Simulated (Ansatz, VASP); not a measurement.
# Te2Mo in VASP and in Ansatz

Contents of INCAR:

```
  PREC = Accurate
  ENCUT = 600
  EDIFF = 1E-6
  ISMEAR = -1
  SIGMA = 0.05
  LREAL = F
  LASPH = T
  NELM = 60
  ALGO = Normal
  ISIF = 3
  LWAVE = F
  LCHARG = F
  GGA = CA
  IBRION = 2
  NSW = 100
  EDIFFG = -0.002
```

KPOINTS

```
Automatic mesh
0
Gamma
  10 10 2
```

File POSCAR:

```
Te2Mo
1.0
    3.5182000000      0.0000000000      0.0000000000
   -1.7591000000      3.0468505756      0.0000000000
    0.0000000000      0.0000000000     13.9736000000
Te Mo
4 2
Direct
    0.3333333333      0.6666666667      0.6210000000
    0.6666666667      0.3333333333      0.1210000000
    0.3333333333      0.6666666667      0.8790000000
    0.6666666667      0.3333333333      0.3790000000
    0.3333333333      0.6666666667      0.2500000000
    0.6666666667      0.3333333333      0.7500000000
```

Input for Ansatz:

```yaml
crystal:
  lattice:
    - [3.5182, 0.0, 0.0]
    - [-1.7591, 3.0468505756, 0.0]
    - [0.0, 0.0, 13.9736]
  atoms:
    - { symbol: Te, position: [0.333333333333, 0.666666666667, 0.621] }
    - { symbol: Te, position: [0.666666666667, 0.333333333333, 0.121] }
    - { symbol: Te, position: [0.333333333333, 0.666666666667, 0.879] }
    - { symbol: Te, position: [0.666666666667, 0.333333333333, 0.379] }
    - { symbol: Mo, position: [0.333333333333, 0.666666666667, 0.25] }
    - { symbol: Mo, position: [0.666666666667, 0.333333333333, 0.75] }
kpoints:
  mp_grid: { grid: [10, 10, 2] }
scf:
  occupations: { method: fermi_dirac, width: 0.05 }
hamiltonian:
  xc: lda
  pseudopotentials: { kind: paw }
relax:
  f_tol: 0.002
  max_steps: 80
  cell: {}
output:
  forces: true
  stress: true
  write_density: true
  write_potential: true
  elf: true
  volumetric_format: npy
```

Alike in both runs: task relaxation of cell and atoms; functional LDA; k mesh 10 × 10 × 2; occupations fermi-dirac, width 0.05 eV; no spin polarisation.

```csv
,VASP,Ansatz
version,VASP 6.6.1,Ansatz 0.2.0
potentials or method,"VASP PAW LDA potentials, release 64 (Te, Mo_sv)","PAW with Ansatz's default frozen-core files, scalar-relativistic"
plane-wave cutoff (eV),600,420
valence electrons in the cell,52,92
```

```csv
,VASP,Ansatz,Ansatz less VASP
relaxed volume (Å³/atom),24.00,23.98,-0.018
relaxed cell length with the largest relative difference (Å),3.474,3.473,-0.0011
```

LDA's correlation is that of Perdew and Zunger in VASP and of Perdew and Wang (1992) in Ansatz. VASP's potentials hold 52 valence electrons a cell and Ansatz's 92, so a difference there can come from the potentials and not from the codes.

Neither program's run includes spin-orbit coupling.
